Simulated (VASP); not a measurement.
# W12C13 in VASP: a series of runs, part 2 of 3

VASP 6.6.1.

## (3) Single point, PBE

INCAR

```
SYSTEM = W12C13
PREC     = Accurate       ! precision mode
ENCUT    = 520            ! plane-wave cutoff, eV
EDIFF    = 1E-6           ! SCF threshold, eV
ISMEAR   = -1             ! smearing method
SIGMA    = 0.1            ! smearing width, eV
LREAL    = Auto         
LASPH    = .True.         ! aspherical terms in the spheres
NELM     = 100            ! most SCF steps
ALGO     = Normal         ! electronic algorithm
ISIF     = 2              ! what is computed and relaxed
LWAVE    = .False.        ! write WAVECAR
LCHARG   = .False.        ! write CHGCAR
GGA      = PE             ! functional
NBANDS   = 128            ! bands
```

KPOINTS

```
Automatic mesh
0
Gamma
  3 3 1
  0 0 0
```

POSCAR

```
W12C13
1.0
    5.7990000000      0.0000000000      0.0000000000
   -2.8995000000      5.0220810000      0.0000000000
    0.0000000000      0.0000000000     20.0755000000
W C
12 13
Direct
    0.0000000000      0.0000000000      0.0498120097
    0.0006178548     -0.0006553060      0.1923239272
    0.0041658444     -0.0042121981      0.3407301437
    0.0000000498      0.5000000996      0.0498120097
    0.0001847935      0.4985220270      0.1921070459
    0.0042082905      0.4965276347      0.3392389729
    0.5000000000      0.0000000000      0.0498120097
    0.5014763920     -0.0002056916      0.1921059500
    0.5034555875     -0.0042528187      0.3392373291
    0.5000000498      0.5000000996      0.0498120097
    0.5005333779      0.4994447521      0.1894292048
    0.5023855620      0.4975122862      0.3245430002
    0.3333333831      0.1666667662      0.1203009140
    0.3312696365      0.1612114580      0.2598871261
    0.3641243754      0.2049937068      0.4013793430
    0.3333333333      0.6666666667      0.1203009140
    0.3333602663      0.6665911999      0.2595753032
    0.3560371864      0.6438422638      0.3977509402
    0.8333333831      0.1666667662      0.1203009140
    0.8355435836      0.1644218801      0.2636567956
    0.8374769005      0.1625202779      0.3949310852
    0.8333333333      0.6666666667      0.1203009140
    0.8387187218      0.6686845553      0.2598987323
    0.7950015722      0.6358169054      0.4013634032
    1.5244302624      0.4756006524      0.4262588728
```

Potentials or basis: VASP PAW PBE potentials, release 64 (W_sv, C).

The run is started by

```sh
cat potpaw_PBE.64/W_sv/POTCAR potpaw_PBE.64/C/POTCAR > POTCAR
mpirun -np 1 vasp_std > vasp.out
```

OUTCAR:

```text
SYSTEM = W12C13
   PREC = Accurate
   ENCUT = 520
   EDIFF = 1E-6
   ISMEAR = -1
   LREAL = Auto
   LASPH = .True.
   NELM = 100
   ISIF = 2
   GGA = PE

 ion  position               nearest neighbor table
   1  0.000  0.000  0.050-  22 2.19  13 2.19  19 2.19   2 2.86  10 2.90   4 2.90   7 2.90   7 2.90
                            10 2.90   4 2.90
   2  0.001  0.999  0.192-  14 2.14  23 2.14  20 2.19  22 2.21  13 2.21  19 2.22   1 2.86   8 2.90
                             5 2.90  11 2.90  11 2.90   5 2.90   8 2.90   3 2.98
   3  0.004  0.996  0.341-  21 2.00  24 2.19  15 2.19  20 2.29  23 2.31  14 2.31   6 2.90   9 2.90
                             9 2.90   6 2.90  12 2.92  12 2.92   2 2.98
   4  0.000  0.500  0.050-  16 2.19  22 2.19  19 2.19   5 2.86   7 2.90   1 2.90  10 2.90  10 2.90
                             1 2.90   7 2.90
   5  0.000  0.499  0.192-  23 2.15  17 2.15  19 2.20  16 2.21  20 2.21  22 2.22   4 2.86   8 2.89
                             2 2.90  11 2.90  11 2.90   2 2.90   8 2.91   6 2.95
   6  0.004  0.497  0.339-  21 2.02  18 2.13  24 2.16  20 2.25  17 2.30  23 2.33   9 2.90   3 2.90
                            12 2.90   3 2.90   9 2.90  12 2.93   5 2.95
   7  0.500  0.000  0.050-  16 2.19  19 2.19  13 2.19   8 2.86  10 2.90   4 2.90   1 2.90   1 2.90
[... 246 lines left out ...]
      3     -72.3298      2.00000
      4     -72.3257      2.00000
      5     -72.3144      2.00000
      6     -72.3023      2.00000
[... 614 lines left out ...]
    121       3.8478      0.00000
    122       3.8746      0.00000
 [bands above 122 left out]

------------------------ aborting loop because EDIFF is reached ----------------------------------------

  FORCE on cell =-STRESS in cart. coord.  units (eV):
  Direction    XX          YY          ZZ          XY          YZ          ZX
  --------------------------------------------------------------------------------------
  -------------------------------------------------------------------------------------
  Total       -1.4750997     -1.4339814     -1.1457389      0.0307514      1.9671412     -3.4022004
  in kB       -4.0423020     -3.9296232     -3.1397354      0.0842698      5.3906722     -9.3232489
  external PRESSURE =      -3.7038869 kB  Pullay stress =       0.0000000 kB

 VOLUME and BASIS-vectors are now :
 -----------------------------------------------------------------------------
  energy-cutoff  :      520.00
  volume of cell :      584.66
      direct lattice vectors                 reciprocal lattice vectors
     5.799000000  0.000000000  0.000000000     0.172443525  0.099560322  0.000000000
    -2.899500000  5.022081000  0.000000000     0.000000000  0.199120643  0.000000000
     0.000000000  0.000000000 20.075500000     0.000000000  0.000000000  0.049811960

 POSITION                                       TOTAL-FORCE (eV/Angst)
 -----------------------------------------------------------------------------------
      0.00000      0.00000      1.00000         0.004041     -0.002465      0.831900
     -2.89402      5.01879      3.86100         0.007846     -0.003416     -0.012696
     -2.86313      5.00093      6.84033         0.036973     -0.019949      0.034704
     -1.44975      2.51104      1.00000         0.001554     -0.028752      0.806140
     -1.44439      2.50362      3.85664         0.022141     -0.019132      0.040248
     -1.41528      2.49360      6.81039         0.092035      0.041700      0.179111
[... 17 lines left out ...]
      2.76666      3.19312      8.05757         0.024261     -0.060393     -0.128289
      1.66217      2.38851      8.55736        -1.886835      1.084186      0.032311
 -----------------------------------------------------------------------------------
    total drift:                                0.011318     -0.004726     -0.006170

  FREE ENERGIE OF THE ION-ELECTRON SYSTEM (eV)
  ---------------------------------------------------
  free  energy   TOTEN  =      -262.2774696491 eV

  energy  without entropy=     -262.0211418654  energy(sigma->0) =     -262.14930576
```

OSZICAR:

```text
N       E                     dE             d eps       ncg     rms          rms(c)
DAV:   1     0.278006431700E+04    0.27801E+04   -0.13004E+05  1504   0.170E+03
DAV:   2    -0.103434006257E+03   -0.28835E+04   -0.28276E+04  1464   0.522E+02
DAV:   3    -0.291909099134E+03   -0.18848E+03   -0.18383E+03  1592   0.129E+02
[... 24 lines left out ...]
DAV:  28    -0.262277442630E+03   -0.30834E-04   -0.77548E-07   904   0.358E-03    0.186E-03
DAV:  29    -0.262277460004E+03   -0.17375E-04   -0.57162E-07   880   0.231E-03    0.934E-04
DAV:  30    -0.262277466202E+03   -0.61974E-05   -0.20522E-07   824   0.128E-03    0.584E-04
DAV:  31    -0.262277468810E+03   -0.26080E-05   -0.10589E-07   768   0.744E-04    0.268E-04
DAV:  32    -0.262277469649E+03   -0.83934E-06   -0.33903E-08   736   0.398E-04
   1 F= -.26227747E+03 E0= -.26214931E+03  d E =-.256328E+00
```

stdout:

```text
POSCAR found type information on POSCAR W C
 POSCAR found :  2 types and      25 ions
 scaLAPACK will be used
 LDA part: xc-table for (Slater+PW92), standard interpolation
 POSCAR, INCAR and KPOINTS ok, starting setup
 FFT: planning ... GRIDC
 FFT: planning ... GRID_SOFT
 FFT: planning ... GRID
 WAVECAR not read
 entering main loop
```

Wall time 12 min (1 thread of AMD EPYC 9R45 (Zen 5), shared host); peak memory 0.77 GiB.

Results:

```
Free energy            : -262.2775 eV
Largest force          : 2.176 eV/Å
Band gap on the k mesh : zero (bands 110 and 111 overlap by 0.70 eV)
```

Forces on the atoms (eV/Å):
```
W    0.004 -0.002  0.832
W    0.008 -0.003 -0.013
W    0.037 -0.020  0.035
W    0.002 -0.029  0.806
W    0.022 -0.019  0.040
W    0.092  0.042  0.179
W    0.026  0.013  0.806
W    0.025 -0.010  0.040
W    0.006 -0.100  0.182
W    0.002 -0.001  0.468
W    0.029 -0.017 -0.098
W    0.176 -0.098 -0.421
C    0.030 -0.250 -0.879
C    0.051 -0.081 -0.062
C    0.069  0.006 -0.130
C   -0.145  0.083 -0.869
C    0.030 -0.016 -0.003
C    1.061 -0.607  0.669
C    0.028 -0.016 -0.807
C   -0.004  0.002  0.121
C   -0.015  0.006  0.146
C    0.231  0.098 -0.879
C    0.098 -0.002 -0.067
C    0.024 -0.060 -0.128
C   -1.887  1.084  0.032
```

Levels at points of the mesh, in eV from the Fermi level:
```csv
k point,band 107,band 108,band 109,band 110,band 111,band 112,band 113,band 114,band 115,band 116
"(0.00, 0.00, 0.00)",0.05,0.12,0.42,0.55,0.58,0.59,0.99,1.01,1.56,2.21
```

Caveat: the k points lie up to 0.42 Å⁻¹ apart, too coarse for converged energies and pressures of a metal; spin-orbit coupling is left out, which moves the levels of the heavy elements.

## (4) Single point, PBE

INCAR

```
  ALGO = Normal
  EDIFF = 1E-7
  ENCUT = 520
  GGA = PE
  ISIF = 2
  ISMEAR = -1
  LASPH = True
  LCHARG = True
  LELF = True
  LREAL = Auto
  LVHAR = True
  LWAVE = False
  NBANDS = 128
  NELM = 80
  PREC = Accurate
  SIGMA = 0.1
```

KPOINTS

```
k-points
0
Gamma
  3 3 1
```

POSCAR

```
W12C13
1.0
    5.7990000000      0.0000000000      0.0000000000
   -2.8995000000      5.0220810000      0.0000000000
    0.0000000000      0.0000000000     20.0755000000
W C
12 13
Direct
    0.0000000000      0.0000000000      0.0498120097
    0.0006194244     -0.0006614788      0.1924656422
    0.0038505746     -0.0038267005      0.3402892581
    0.0000000498      0.5000000996      0.0498120097
   -0.0006822957      0.4991044549      0.1916793106
   -0.0008422651      0.4952104516      0.3368233419
    0.5000000000      0.0000000000      0.0498120097
    0.5008611856      0.0006345975      0.1916850390
    0.5047254352      0.0007666145      0.3368262310
    0.5000000498      0.5000000996      0.0498120097
    0.4998537365      0.5001572057      0.1905409081
    0.4966220331      0.5034403069      0.3284239496
    0.3333333831      0.1666667662      0.1203009140
    0.3310254510      0.1647458494      0.2609377101
    0.3577066524      0.1993512251      0.4034406615
    0.3333333333      0.6666666667      0.1203009140
    0.3325877612      0.6672958879      0.2596370701
    0.3302124783      0.6697175932      0.3910942691
    0.8333333831      0.1666667662      0.1203009140
    0.8359116528      0.1638888341      0.2622007920
    0.8380091875      0.1620549330      0.3942806904
    0.8333333333      0.6666666667      0.1203009140
    0.8352531697      0.6689864222      0.2609269009
    0.8005503965      0.6421885669      0.4033602152
    1.5721729499      0.4278809920      0.4269985305
```

The run is started by

```sh
cat potpaw_PBE.64/W_sv/POTCAR potpaw_PBE.64/C/POTCAR > POTCAR
mpirun -np 1 vasp_std > vasp.out
```

Run time: 14 min. Hardware: 1 thread of AMD EPYC 9R45 (Zen 5), shared host; peak memory 0.77 GiB.

Results (log left out):

| Quantity | Value |
| --- | --- |
| Free energy | -261.7137 eV |
| Largest force | 0.879 eV/Å |
| Band gap on the k mesh | zero (bands 110 and 111 overlap by 0.59 eV) |

Forces on the atoms (eV/Å):
```
W    0.016 -0.009  0.870
W    0.000  0.004 -0.019
W    0.000 -0.001  0.021
W   -0.013 -0.029  0.773
W   -0.003  0.003  0.002
W   -0.031  0.019 -0.021
W    0.018  0.025  0.773
W   -0.007  0.003 -0.001
W   -0.034  0.025 -0.016
W   -0.010  0.005  0.623
W    0.008 -0.009 -0.024
W   -0.003 -0.016 -0.041
C   -0.010 -0.130 -0.822
C   -0.010 -0.005  0.007
C   -0.010 -0.055  0.039
C   -0.115  0.066 -0.869
C    0.009 -0.001  0.021
C    0.010 -0.005  0.083
C   -0.003  0.001 -0.781
C    0.009  0.004  0.010
C   -0.001 -0.004  0.080
C    0.107  0.074 -0.823
C   -0.001  0.009  0.008
C    0.057  0.056  0.055
C    0.017 -0.031  0.052
```

Levels at points of the mesh, in eV from the Fermi level:
| k point | band 106 | band 107 | band 108 | band 109 | band 110 | band 111 | band 112 | band 113 | band 114 | band 115 |
| --- | --- | --- | --- | --- | --- | --- | --- | --- | --- | --- |
| (0.00, 0.00, 0.00) | -0.23 | -0.17 | 0.14 | 0.48 | 0.50 | 0.51 | 0.77 | 0.78 | 1.06 | 1.25 |

Caveat: the k points lie up to 0.42 Å⁻¹ apart, too coarse for converged energies and pressures of a metal; spin-orbit coupling is left out, which moves the levels of the heavy elements.

## (5) Single point, PBE

INCAR

```
PREC = Accurate
ENCUT = 520
EDIFF = 1E-6
ISMEAR = -1
SIGMA = 0.1
LREAL = Auto
LASPH = True
NELM = 100
ALGO = Normal
ISIF = 2
LWAVE = False
LCHARG = True
GGA = PE
LELF = True
LVHAR = True
NBANDS = 128
```

KPOINTS

```
regular mesh
0
Gamma
  3 3 1
```

POSCAR

```
W12C13
1.0
    5.7990000000      0.0000000000      0.0000000000
   -2.8995000000      5.0220810000      0.0000000000
    0.0000000000      0.0000000000     20.0755000000
W C
12 13
Direct
    0.0000000000      0.0000000000      0.0498120097
    0.0008769705     -0.0010334361      0.1910002242
   -0.0000694755     -0.0084986682      0.3320940948
    0.0000000498      0.5000000996      0.0498120097
    0.0015317857      0.4978661236      0.1913979727
   -0.0035014378      0.5032575142      0.3340655027
    0.5000000000      0.0000000000      0.0498120097
    0.5004461726     -0.0013763219      0.1926850639
    0.5032317449     -0.0010557377      0.3435033748
    0.5000000498      0.5000000996      0.0498120097
    0.5004835022      0.4989614863      0.1907745262
    0.5065208966      0.5001285324      0.3312314513
    0.3333333831      0.1666667662      0.1203009140
    0.3355299727      0.1613355101      0.2622572290
    0.3201387447      0.1958249976      0.4033655451
    0.3333333333      0.6666666667      0.1203009140
    0.3363300717      0.6706325525      0.2614273617
    0.3249495010      0.6344011576      0.4029419442
    0.8333333831      0.1666667662      0.1203009140
    0.8288102212      0.1609085955      0.2617152250
    0.8943521606      0.1997072528      0.4014403626
    0.8333333333      0.6666666667      0.1203009140
    0.8344581358      0.6649811104      0.2576112177
    0.8366359317      0.6679030067      0.3900966352
    1.1999374465      0.3473972244      0.4167652113
```

Potentials or basis: VASP PAW PBE potentials, release 64 (W_sv, C).

The run is started by

```sh
cat potpaw_PBE.64/W_sv/POTCAR potpaw_PBE.64/C/POTCAR > POTCAR
mpirun -np 1 vasp_std > vasp.out
```

OUTCAR:

```text
PREC = Accurate
   ENCUT = 520
   EDIFF = 1E-6
   ISMEAR = -1
   LREAL = Auto
   LASPH = True
   NELM = 100
   ISIF = 2
   GGA = PE

 ion  position               nearest neighbor table
   1  0.000  0.000  0.050-  22 2.19  13 2.19  19 2.19   2 2.83  10 2.90   4 2.90   7 2.90   7 2.90
                            10 2.90   4 2.90
   2  0.001  0.999  0.191-  23 2.15  22 2.19  13 2.19  20 2.20  19 2.20  14 2.21   3 2.83   1 2.83
                             5 2.89   8 2.90  11 2.90  11 2.90   8 2.90   5 2.91
   3  1.000  0.992  0.332-  24 2.00  21 2.12  15 2.17  14 2.19  20 2.22  23 2.22  25 2.47   6 2.82
                             2 2.83  12 2.86   9 2.91   9 2.91  12 2.94   6 2.98
   4  0.000  0.500  0.050-  16 2.19  22 2.19  19 2.19   5 2.84   7 2.90   1 2.90  10 2.90  10 2.90
                             1 2.90   7 2.90
   5  0.002  0.498  0.191-  23 2.14  19 2.19  17 2.19  16 2.19  20 2.20  22 2.21   4 2.84   6 2.86
                            11 2.89   2 2.89   8 2.90   8 2.90   2 2.91  11 2.91
   6  0.996  0.503  0.334-  24 1.98  21 2.06  18 2.16  23 2.24  17 2.24  20 2.25  25 2.46   3 2.82
                            12 2.83   5 2.86   9 2.90   9 2.91  12 2.97   3 2.98
   7  0.500  0.000  0.050-  16 2.19  19 2.19  13 2.19   8 2.87  10 2.90   4 2.90   1 2.90   1 2.90
[... 246 lines left out ...]
      3     -72.2779      2.00000
      4     -72.2750      2.00000
      5     -72.2710      2.00000
      6     -72.2615      2.00000
[... 614 lines left out ...]
    121       3.7522      0.00000
    122       3.8111      0.00000
 [bands above 122 left out]

------------------------ aborting loop because EDIFF is reached ----------------------------------------

  FORCE on cell =-STRESS in cart. coord.  units (eV):
  Direction    XX          YY          ZZ          XY          YZ          ZX
  --------------------------------------------------------------------------------------
  -------------------------------------------------------------------------------------
  Total        3.1942151      2.8053868     -3.6678377     -1.0968187     -0.7651565     -1.2383678
  in kB        8.7532946      7.6877656    -10.0511903     -3.0056764     -2.0968031     -3.3935719
  external PRESSURE =       2.1299566 kB  Pullay stress =       0.0000000 kB

 VOLUME and BASIS-vectors are now :
 -----------------------------------------------------------------------------
  energy-cutoff  :      520.00
  volume of cell :      584.66
      direct lattice vectors                 reciprocal lattice vectors
     5.799000000  0.000000000  0.000000000     0.172443525  0.099560322  0.000000000
    -2.899500000  5.022081000  0.000000000     0.000000000  0.199120643  0.000000000
     0.000000000  0.000000000 20.075500000     0.000000000  0.000000000  0.049811960

 POSITION                                       TOTAL-FORCE (eV/Angst)
 -----------------------------------------------------------------------------------
      0.00000      0.00000      1.00000         0.020275      0.014841      0.661748
     -2.89142      5.01689      3.83443        -0.032765      0.050809      0.102331
      2.92374      4.97940      6.66696        -0.507448      0.496960      0.563370
     -1.44975      2.51104      1.00000         0.046252     -0.028991      0.706024
     -1.43468      2.50032      3.84241        -0.188345      0.119592     -0.040274
      4.31950      2.52740      6.70653         0.562772     -0.091897     -0.605267
[... 17 lines left out ...]
      2.91507      3.35426      7.83138        -0.342355     -0.113600     -0.097869
      0.15216      1.74466      8.36677        -2.094106      0.751936      0.742786
 -----------------------------------------------------------------------------------
    total drift:                                0.010770     -0.006928      0.006420

  FREE ENERGIE OF THE ION-ELECTRON SYSTEM (eV)
  ---------------------------------------------------
  free  energy   TOTEN  =      -261.2866330764 eV

  energy  without entropy=     -261.0457428651  energy(sigma->0) =     -261.16618797
```

stdout:

```text
POSCAR found type information on POSCAR W C
 POSCAR found :  2 types and      25 ions
 scaLAPACK will be used
 LDA part: xc-table for (Slater+PW92), standard interpolation
 POSCAR, INCAR and KPOINTS ok, starting setup
 FFT: planning ... GRIDC
 FFT: planning ... GRID_SOFT
 FFT: planning ... GRID
 WAVECAR not read
 entering main loop
```

Run time: 15 min. Hardware: 1 thread of Intel Xeon 6975P-C (Granite Rapids), shared host; peak memory 0.79 GiB.

Results:

```yaml
Free_energy: -261.2866 eV
Largest_force: 3.005 eV/Å
Band_gap_on_the_k_mesh: zero (bands 110 and 111 overlap by 0.62 eV)
```

Forces on the atoms (eV/Å):
```
W    0.020  0.015  0.662
W   -0.033  0.051  0.102
W   -0.507  0.497  0.563
W    0.046 -0.029  0.706
W   -0.188  0.120 -0.040
W    0.563 -0.092 -0.605
W    0.017  0.004  0.892
W    0.025  0.080  0.012
W   -0.086  0.101  0.234
W   -0.019 -0.034  0.645
W   -0.041 -0.028  0.197
W    0.091  0.660  0.483
C    0.132 -0.099 -0.879
C    0.153 -0.041 -0.244
C    2.508 -1.515 -0.666
C    0.034  0.062 -0.836
C   -0.028  0.012  0.142
C    0.356  0.548 -0.275
C   -0.035 -0.105 -0.828
C   -0.117  0.051  0.194
C   -0.520 -0.773 -0.291
C    0.100 -0.045 -0.909
C   -0.033 -0.078  0.098
C   -0.342 -0.114 -0.098
C   -2.094  0.752  0.743
```

Levels at points of the mesh, in eV from the Fermi level:
```
           k point  band 108  band 109  band 110  band 111  band 112  band 113  band 114  band 115
(0.00, 0.00, 0.00)      0.32      0.36      0.54      0.55      0.58      0.87      1.03      1.45
```

Caveat: the k points lie up to 0.42 Å⁻¹ apart, too coarse for converged energies and pressures of a metal; spin-orbit coupling is left out, which moves the levels of the heavy elements.

(Continued in part 3 of 3.)
